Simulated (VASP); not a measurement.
Here is a VASP 6.6.1 calculation.

Contents of INCAR:

```
SYSTEM = MnS
PREC = Accurate
ENCUT = 600
EDIFF = 1E-7
ISMEAR = -1
SIGMA = 0.05
LREAL = .False.
LASPH = .True.
NELM = 150
ALGO = Normal
ISIF = 3
LWAVE = .False.
LCHARG = .False.
ISPIN = 2
MAGMOM = 4 0
LORBIT = 11
LMAXMIX = 4
GGA = PE
IVDW = 12
IBRION = 2
NSW = 80
EDIFFG = -0.01
```

Contents of KPOINTS:

```
regular mesh
0
Gamma
  9 9 9
  0 0 0
```

The input POSCAR:

```
MnS
1.0
    0.0000000000      2.4734634191      2.4734634191
    2.4734634191      0.0000000000      2.4734634191
    2.4734634191      2.4734634191      0.0000000000
Mn S
1 1
Direct
    0.0000000000      0.0000000000      0.0000000000
    0.7500000000      0.7500000000      0.7500000000
```

Potentials or basis: VASP PAW PBE potentials, release 64 (Mn_pv, S).

Run with:

```bash
$ cat potpaw_PBE.64/Mn_pv/POTCAR potpaw_PBE.64/S/POTCAR > POTCAR
$ mpirun -np 1 vasp_std > vasp.out
```

Problem. Estimate the site moments.

Solution. Mn -0.19; S +0.00 μB.

Problem. Predict the relaxed cell.

Solution. a = 3.480 Å, b = 3.480 Å, c = 3.480 Å, α = 60.00°, β = 60.00°, γ = 60.00°.

Problem. Predict the dispersion energy per atom.

Solution. -0.491 eV.

The path:
```
step  energy change (eV)  largest force (eV/Å)  pressure (GPa)  volume (Å³)
   1              0.0000                0.0000           -2.24        30.27
   2             -0.0003                0.0000            2.24        29.35
   3             -0.0034                0.0000            0.00        29.79
```

Caveat: the moment fell far below its start of 4 μB, so a state of higher moment may lie lower in energy; pairwise dispersion overbinds metals, which lowers pressure and volume.
